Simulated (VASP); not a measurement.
# SnO2 (P4_2/mnm) in VASP: single point with r2SCAN

Aim: the single point of SnO2 with r2SCAN.

All numbers are computed with VASP 6.6.1; they aren't measurements. Logs are shortened: lines on timing, memory, paths and dates and some standing lists are left out, and cuts for length are marked.

### Step 1. The cell of the first run

The structure is tetragonal, space group P4_2/mnm (No. 136). Conventional cell: a = 4.717 Å, b = 4.717 Å, c = 3.172 Å, α = 90.00°, β = 90.00°, γ = 90.00°. Within 2.7 Å of Sn (site symmetry mmm) lie 6 O at 2.04 to 2.05 Å. Within 2.7 Å of O (site symmetry m2m) lie 3 Sn at 2.04 to 2.05 Å and 1 O at 2.57 Å.

### Step 2. Single point, r2SCAN

File POSCAR:

```
SnO2
1.0
    4.7166969900      0.0000000000      0.0000000000
    0.0000000000      4.7166969900      0.0000000000
    0.0000000000      0.0000000000      3.1721728500
Sn O
2 4
Direct
    0.0000000000      0.0000000000      0.0000000000
    0.5000000000      0.5000000000      0.5000000000
    0.3071000000      0.3071000000      0.0000000000
    0.1929000000      0.8071000000      0.5000000000
    0.6929000000      0.6929000000      0.0000000000
    0.8071000000      0.1929000000      0.5000000000
```

File INCAR.step1:

```
  PREC = Accurate
  ENCUT = 660
  ISMEAR = -1
  SIGMA = 0.1066
  LREAL = F
  LASPH = T
  NELM = 120
  NBANDS = 35
  GGA = PE
  ALGO = Normal
  EDIFF = 1E-5
  LWAVE = T
  LCHARG = F
  GGA_COMPAT = F
```

File INCAR.step2:

```
  PREC = Accurate
  ENCUT = 660
  EDIFF = 1E-6
  ISMEAR = -1
  SIGMA = 0.1066
  LREAL = F
  LASPH = T
  NELM = 120
  ALGO = Normal
  ISIF = 2
  LWAVE = F
  LCHARG = F
  METAGGA = R2SCAN
  LMIXTAU = T
  NBANDS = 35
  ISTART = 1
  GGA_COMPAT = F
```

File KPOINTS:

```
regular mesh
0
Gamma
  6 6 8
```

Potentials or basis: VASP PAW PBE potentials, release 64 (Sn_d, O).

Launch:

```bash
> cat potpaw_PBE.64/Sn_d/POTCAR potpaw_PBE.64/O/POTCAR > POTCAR
> cp INCAR.step1 INCAR
> mpirun -np 1 vasp_std > vasp.out
> cp INCAR.step2 INCAR
> mpirun -np 1 vasp_std > vasp.out
```

OUTCAR:

```text
PREC = Accurate
   ENCUT = 660
   EDIFF = 1E-6
   ISMEAR = -1
   LREAL = F
   LASPH = T
   NELM = 120
   ISIF = 2
   METAGGA = R2SCAN
   ISTART = 1

 ion  position               nearest neighbor table
   1  0.000  0.000  0.000-   4 2.04   6 2.04   4 2.04   6 2.04   5 2.05   3 2.05   2 3.69   2 3.69
                             2 3.69   2 3.69   2 3.69   2 3.69   2 3.69   2 3.69
   2  0.500  0.500  0.500-   3 2.04   5 2.04   3 2.04   5 2.04   4 2.05   6 2.05   1 3.69   1 3.69
                             1 3.69   1 3.69   1 3.69   1 3.69   1 3.69   1 3.69
   3  0.307  0.307  0.000-   2 2.04   2 2.04   1 2.05
   4  0.193  0.807  0.500-   1 2.04   1 2.04   2 2.05
   5  0.693  0.693  0.000-   2 2.04   2 2.04   1 2.05
   6  0.807  0.193  0.500-   1 2.04   1 2.04   2 2.05

  LATTYP: Found a simple tetragonal cell.
 ALAT       =     4.7166969900
 C/A-ratio  =     0.6725411568

  Lattice vectors:

 A1 = (   4.7166969900,   0.0000000000,   0.0000000000)
 A2 = (   0.0000000000,   4.7166969900,   0.0000000000)
 A3 = (   0.0000000000,   0.0000000000,   3.1721728500)

Analysis of symmetry for initial positions (statically):
=====================================================================
 Subroutine PRICEL returns:
 Original cell was already a primitive cell.

 Routine SETGRP: Setting up the symmetry group for a
 simple tetragonal supercell.

 Subroutine GETGRP returns: Found 16 space group operations
 (whereof  8 operations were pure point group operations)
 out of a pool of 16 trial point group operations.

The static configuration has the point symmetry D_2h.
 The point group associated with its full space group is D_4h.

Analysis of symmetry for dynamics (positions and initial velocities):
=====================================================================
 Subroutine PRICEL returns:
 Original cell was already a primitive cell.

 Routine SETGRP: Setting up the symmetry group for a
 simple tetragonal supercell.

 Subroutine GETGRP returns: Found 16 space group operations
 (whereof  8 operations were pure point group operations)
 out of a pool of 16 trial point group operations.

The dynamic configuration has the point symmetry D_2h.
 The point group associated with its full space group is D_4h.

 Subroutine INISYM returns: Found 16 space group operations
 (whereof  8 operations are pure point group operations),
 and found     1 'primitive' translations

----------------------------------------------------------------------------------------

                                     Primitive cell

  volume of cell :      70.5721

  direct lattice vectors                    reciprocal lattice vectors
     4.716696990  0.000000000  0.000000000     0.212012771  0.000000000  0.000000000
     0.000000000  4.716696990  0.000000000     0.000000000  0.212012771  0.000000000
     0.000000000  0.000000000  3.172172850     0.000000000  0.000000000  0.315241334

  length of vectors
     4.716696990  4.716696990  3.172172850     0.212012771  0.212012771  0.315241334

  position of ions in fractional coordinates (direct lattice)
     0.000000000  0.000000000  0.000000000
     0.500000000  0.500000000  0.500000000
     0.307100000  0.307100000  0.000000000
     0.192900000  0.807100000  0.500000000
     0.692900000  0.692900000  0.000000000
     0.807100000  0.192900000  0.500000000

  ion indices of the primitive-cell ions
   primitive index   ion index
                 1           1
                 2           2
                 3           3
                 4           4
                 5           5
                 6           6

----------------------------------------------------------------------------------------

 KPOINTS: regular mesh

Automatic generation of k-mesh.
 Grid dimensions read from file:
 generate k-points for:    6    6    8

 Generating k-lattice:

  Cartesian coordinates                     Fractional coordinates (reciprocal lattice)
     0.035335462  0.000000000  0.000000000     0.166666667  0.000000000  0.000000000
     0.000000000  0.035335462  0.000000000     0.000000000  0.166666667  0.000000000
     0.000000000  0.000000000  0.039405167     0.000000000  0.000000000  0.125000000

  Length of vectors
     0.035335462  0.035335462  0.039405167

  Shift w.r.t. Gamma in fractional coordinates (k-lattice)
     0.000000000  0.000000000  0.000000000

 Subroutine IBZKPT returns following result:
 ===========================================

 Found     50 irreducible k-points:

 Following reciprocal coordinates:
            Coordinates               Weight
  0.000000  0.000000  0.000000      1.000000
  0.166667  0.000000  0.000000      4.000000
  0.333333  0.000000  0.000000      4.000000
  0.500000  0.000000  0.000000      2.000000
  0.166667  0.166667  0.000000      4.000000
  0.333333  0.166667  0.000000      8.000000
[... 16 lines left out ...]
  0.333333  0.000000  0.250000      8.000000
  0.500000  0.000000  0.250000      4.000000
 [... further k-points ...]
   k-points           NKPTS =     50   k-points in BZ     NKDIM =     50   number of bands    NBANDS=     35
   number of dos      NEDOS =    301   number of ions     NIONS =      6
   total plane-waves  NPLWV =  44800
   dimension x,y,z NGX =    40 NGY =   40 NGZ =   28
   dimension x,y,z NGXF=    80 NGYF=   80 NGZF=   56
   ions per type =               2   4
   NGX,Y,Z   is equivalent  to a cutoff of  14.10, 14.10, 14.67 a.u.
   NGXF,Y,Z  is equivalent  to a cutoff of  28.20, 28.20, 29.35 a.u.
 SYSTEM =  unknown system
   PREC   = accura    normal or accurate (medium, high low for compatibility)
   ISTART =      1    job   : 0-new  1-cont  2-samecut
   ICHARG =      0    charge: 1-file 2-atom 10-const
   ISPIN  =      1    spin polarized calculation?
   LNONCOLLINEAR =      F non collinear calculations
   LSORBIT =      F    spin-orbit coupling
   LASPH  =      T    aspherical Exc in radial PAW
   ENCUT  =  660.0 eV  48.51 Ry    6.96 a.u.   9.88  9.88  6.64*2*pi/ulx,y,z
   NELM   =    120;   NELMIN=  2; NELMDL=  0     # of ELM steps
   EDIFF  = 0.1E-05   stopping-criterion for ELM
   LREAL  =      F    real-space projection
   EDIFFG = 0.1E-04   stopping-criterion for IOM
   NSW    =      0    number of steps for IOM
   IBRION =     -1    ionic relax: 0-MD 1-quasi-New 2-CG
   NFREE  =      0    steps in history (QN), initial steepest desc. (CG)
   ISIF   =      2    stress and relaxation
   ISYM   =      2    0-nonsym 1-usesym 2-fastsym
   POTIM  = 0.5000    time-step for ionic-motion
   TEBEG  =    0.0;   TEEND  =   0.0 temperature during run
   PSTRESS=    0.0 pullay stress
   NELECT =      52.0000    total number of electrons
   NUPDOWN=      -1.0000    fix difference up-down
   EMIN   =  10.00;   EMAX   =-10.00  energy-range for DOS
   EFERMI =   0.00;   METHOD = LEGACY
   ISMEAR =    -1;   SIGMA  =   0.11  broadening in eV -4-tet -1-fermi 0-gaus
   EFERMI_NEDOS =   21; number of points for ismear=-14 and -15
   IALGO  =     38    algorithm
   IMIX   =      4    mixing-type and parameters
     AMIX     =   0.40;   BMIX     =  1.00
     AMIX_MAG =   1.60;   BMIX_MAG =  1.00
  volume/ion in A,a.u.               =      11.76        79.37
  Fermi-wavevector in a.u.,A,eV,Ry     =   1.478649  2.794241 29.747806  2.186402
  Thomas-Fermi vector in A             =   2.592904
   LORBIT       =      0    0 simple, 1 ext, 2 COOP (PROOUT), +10 PAW based schemes
   METAGGA = R2SCAN    functional components
   LHFCALC =     F    Hartree Fock is set to
   AEXX    =    0.0000 exact exchange contribution
   IVDW    =     0    specifies the selected vdW correction
   LEPSILON=     F    determine dielectric tensor
   LRPA    =     F    only Hartree local field effects (RPA)
 non-spin polarized calculation
  energy-cutoff  :      660.00
  volume of cell :       70.57
 maximum number of plane-waves:      2740
 NGX is ok and might be reduce to    40
   NGX = 19   NGY = 19   NGZ = 13

 number of electron      51.9999990 magnetization

 Free energy of the ion-electron system (eV)
  ---------------------------------------------------
  ext. energy  EPLUGINS =         0.00000000
  ---------------------------------------------------
  free energy    TOTEN  =       -84.59263393 eV

  energy without entropy =      -84.59263220  energy(sigma->0) =      -84.59263307

 E-fermi :   7.0363     XC(G=0): -12.1227

 val. band max:        5.8671913249   @ k =   0.0000   0.0000   0.0000
 cond. band min:       8.0237621454   @ k =   0.0000   0.0000   0.0000
 fundamental gap:      2.1565708205
 Fermi energy:         7.0363345506

 k-point     1 :       0.0000    0.0000    0.0000
  band No.  band energies     occupation
      1     -15.9143      2.00000
      2     -14.9845      2.00000
      3     -14.5751      2.00000
      4     -14.5751      2.00000
      5     -14.5435      2.00000
      6     -14.5085      2.00000
[... 27 lines left out ...]
     34      19.2632      0.00000
     35      19.4616      0.00000

 k-point     2 :       0.1667    0.0000    0.0000
  band No.  band energies     occupation
      1     -15.8648      2.00000
      2     -15.0335      2.00000
      3     -14.5734      2.00000
      4     -14.5733      2.00000
      5     -14.5634      2.00000
      6     -14.5468      2.00000
[... 27 lines left out ...]
     34      19.2048      0.00000
     35      19.4261      0.00000

 k-point     3 :       0.3333    0.0000    0.0000
  band No.  band energies     occupation
      1     -15.7196      2.00000
      2     -15.2280      2.00000
      3     -14.5969      2.00000
      4     -14.5697      2.00000
      5     -14.5695      2.00000
      6     -14.5579      2.00000
[... 27 lines left out ...]
     34      19.1285      0.00000
     35      19.3687      0.00000

 k-point     4 :       0.5000    0.0000    0.0000
  band No.  band energies     occupation
      1     -15.4931      2.00000
      2     -15.4931      2.00000
      3     -14.5780      2.00000
      4     -14.5780      2.00000
      5     -14.5677      2.00000
      6     -14.5677      2.00000
[... 27 lines left out ...]
     34      19.2578      0.00000
     35      19.8639      0.00000

 k-point     5 :       0.1667    0.1667    0.0000
  band No.  band energies     occupation
      1     -15.8282      2.00000
      2     -15.1022      2.00000
      3     -14.5932      2.00000
      4     -14.5757      2.00000
      5     -14.5693      2.00000
      6     -14.5357      2.00000
[... 638 lines left out ...]
 k-point    22 :       0.1667    0.0000    0.2500
  band No.  band energies     occupation
      1     -15.6057      2.00000
      2     -15.2813      2.00000
      3     -15.1474      2.00000
      4     -14.6212      2.00000
      5     -14.4920      2.00000
      6     -14.4318      2.00000
[... 27 lines left out ...]
     34      19.0092      0.00000
     35      19.2941      0.00000

 k-point    23 :       0.3333    0.0000    0.2500
  band No.  band energies     occupation
      1     -15.5884      2.00000
      2     -15.4203      2.00000
      3     -15.0163      2.00000
      4     -14.6966      2.00000
      5     -14.4394      2.00000
      6     -14.4288      2.00000
[... 27 lines left out ...]
     34      19.1265      0.00000
     35      19.2975      0.00000

 k-point    24 :       0.5000    0.0000    0.2500
  band No.  band energies     occupation
      1     -15.5288      2.00000
      2     -15.5288      2.00000
      3     -14.8495      2.00000
      4     -14.8495      2.00000
      5     -14.4269      2.00000
      6     -14.4269      2.00000
[... 27 lines left out ...]
     34      19.3080      0.00000
     35      19.6949      0.00000

 [... further k-points ...]

------------------------ aborting loop because EDIFF is reached ----------------------------------------

  FORCE on cell =-STRESS in cart. coord.  units (eV):
  Direction    XX          YY          ZZ          XY          YZ          ZX
  --------------------------------------------------------------------------------------
  -------------------------------------------------------------------------------------
  Total        2.9267010      2.9267010      4.1645117      0.0000000      0.0000000      0.0000000
  in kB       66.4440557     66.4440557     94.5457197      0.0000000      0.0000000      0.0000000
  external PRESSURE =      75.8112770 kB  Pullay stress =       0.0000000 kB

 VOLUME and BASIS-vectors are now :
 -----------------------------------------------------------------------------
  energy-cutoff  :      660.00
  volume of cell :       70.57
      direct lattice vectors                 reciprocal lattice vectors
     4.716696990  0.000000000  0.000000000     0.212012771  0.000000000  0.000000000
     0.000000000  4.716696990  0.000000000     0.000000000  0.212012771  0.000000000
     0.000000000  0.000000000  3.172172850     0.000000000  0.000000000  0.315241334

 POSITION                                       TOTAL-FORCE (eV/Angst)
 -----------------------------------------------------------------------------------
      0.00000      0.00000      0.00000         0.000000      0.000000      0.000000
      2.35835      2.35835      1.58609         0.000000      0.000000      0.000000
      1.44850      1.44850      0.00000        -0.239077     -0.239077     -0.000000
      0.90985      3.80685      1.58609         0.239077     -0.239077      0.000000
      3.26820      3.26820      0.00000         0.239077      0.239077      0.000000
      3.80685      0.90985      1.58609        -0.239077      0.239077      0.000000
 -----------------------------------------------------------------------------------
    total drift:                               -0.000000     -0.000000      0.000000

  FREE ENERGIE OF THE ION-ELECTRON SYSTEM (eV)
  ---------------------------------------------------
  free  energy   TOTEN  =       -84.5926339342 eV

  energy  without entropy=      -84.5926322000  energy(sigma->0) =      -84.59263307
```

Run time: 4.7 min. Hardware: 1 thread of Intel Xeon Platinum 8488C (Sapphire Rapids), shared host; peak memory 0.3 GiB.

Results:

| Quantity | Value |
| --- | --- |
| Free energy | -84.5926 eV |
| Pressure | 7.6 GPa |
| Largest force | 0.338 eV/Å |
| Band gap on the k mesh | 2.16 eV |

Forces in eV/Å, atoms in the order of the input:
```
Sn   0.000  0.000  0.000
Sn   0.000  0.000  0.000
O   -0.239 -0.239  0.000
O    0.239 -0.239  0.000
O    0.239  0.239  0.000
O   -0.239  0.239  0.000
```

Caveat: the cell stands under pressure; the PAW data sets were made with another functional, which shifts forces and pressure a little; spin-orbit coupling is left out, which moves the levels of the heavy elements.
